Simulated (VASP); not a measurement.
Set up this calculation in VASP 6.6.1, as the native input.

- Task: single point
- Functional: r2SCAN
- Potentials or basis: VASP PAW PBE potentials, release 64 (Cd, S)
- Cutoff: 520 eV
- k mesh: 8 × 8 × 8
- Occupations: gaussian, width 0.01 eV
- Spin: no spin polarisation
- Dipole correction: no
- Further INCAR settings: ALGO = Normal; EDIFF = 1e-06; NBANDS = 16

CdS:

```
Cd S
1.0
    -0.04644    2.93921    2.93921
     2.93921   -0.04644    2.93921
     2.89278    2.89278    0.00000
Cd S
1 1
Cartesian
  0.0000 0.0000 -0.0205
  1.4464 1.4464 1.4902
```

This cell differs from its parent crystal: shear xy strain -3.2%.

The input as run:

POSCAR

```
CdS
1.0
   -0.0464395945      2.9392148400      2.9392148400
    2.9392148400     -0.0464395945      2.9392148400
    2.8927752455      2.8927752455      0.0000000000
Cd S
1 1
Direct
   -0.0034956189     -0.0034956189      0.0034956189
    0.2534956189      0.2534956189      0.2465043811
```

INCAR.step1

```
SYSTEM = CdS
  ALGO = Normal
  EDIFF = 1E-4
  ENCUT = 520
  GGA = PE
  ISMEAR = 0
  LASPH = .True.
  LCHARG = .False.
  LREAL = .False.
  LWAVE = .True.
  NBANDS = 16
  NELM = 80
  PREC = Accurate
  SIGMA = 0.01
```

INCAR.step2

```
SYSTEM = CdS
  ALGO = Normal
  EDIFF = 1E-6
  ENCUT = 520
  ISIF = 2
  ISMEAR = 0
  ISTART = 1
  LASPH = .True.
  LCHARG = .False.
  LMIXTAU = .True.
  LREAL = .False.
  LWAVE = .False.
  METAGGA = R2SCAN
  NBANDS = 16
  NELM = 80
  PREC = Accurate
  SIGMA = 0.01
```

KPOINTS

```
k-points
0
Gamma
  8 8 8
  0 0 0
```

Potentials or basis: VASP PAW PBE potentials, release 64 (Cd, S).

Command:

```console
$ cat potpaw_PBE.64/Cd/POTCAR potpaw_PBE.64/S/POTCAR > POTCAR
$ cp INCAR.step1 INCAR
$ mpirun -np 1 vasp_std > vasp.out
$ cp INCAR.step2 INCAR
$ mpirun -np 1 vasp_std > vasp.out
```

It gave:

* Pressure: 0.3 GPa
* Largest force: 0.003 eV/Å
* Band gap on the k mesh: 1.47 eV

Caveat: the cell differs from its parent crystal (shear xy strain -3.2%); the PAW data sets were made with another functional, which shifts forces and pressure a little.

It took 4.7 min on 1 thread of Intel Xeon 8259CL (shared host), peak memory 0.23 GiB.
